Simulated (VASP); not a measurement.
A run of VASP 6.6.1:

The input INCAR:

```
  PREC = Accurate
  ENCUT = 520
  EDIFF = 1E-6
  ISMEAR = -1
  SIGMA = 0.06122561905347299
  LREAL = F
  LASPH = T
  NELM = 100
  ALGO = Normal
  ISIF = 2
  LWAVE = F
  LCHARG = F
  GGA = PE
  NBANDS = 14
```

The input KPOINTS:

```
Automatic mesh
0
Gamma
  14 14 14
```

Contents of POSCAR:

```
Br
1.0
    0.0000000000      3.5287282133      3.5287282133
    3.5287282133      0.0000000000      3.5287282133
    3.5287282133      3.5287282133      0.0000000000
Br
2
Direct
    0.0000000000      0.0000000000      0.0000000000
    0.2500000000      0.2500000000      0.2500000000
```

Potentials or basis: VASP PAW PBE potentials, release 64 (Br).

Run with:

```console
$ cat potpaw_PBE.64/Br/POTCAR > POTCAR
$ mpirun -np 1 vasp_std > vasp.out
```

Hardware: 1 thread of AMD EPYC 9R45 96-Core Processor (Zen 5), on a shared host.

**Question.** Estimate the wall time of this run.

**Answer.** Run time: 63 s on 1 thread of AMD EPYC 9R45 96-Core Processor (Zen 5), on a shared host, peak memory 0.26 GiB. Counts: scf iterations 10, k points 104.
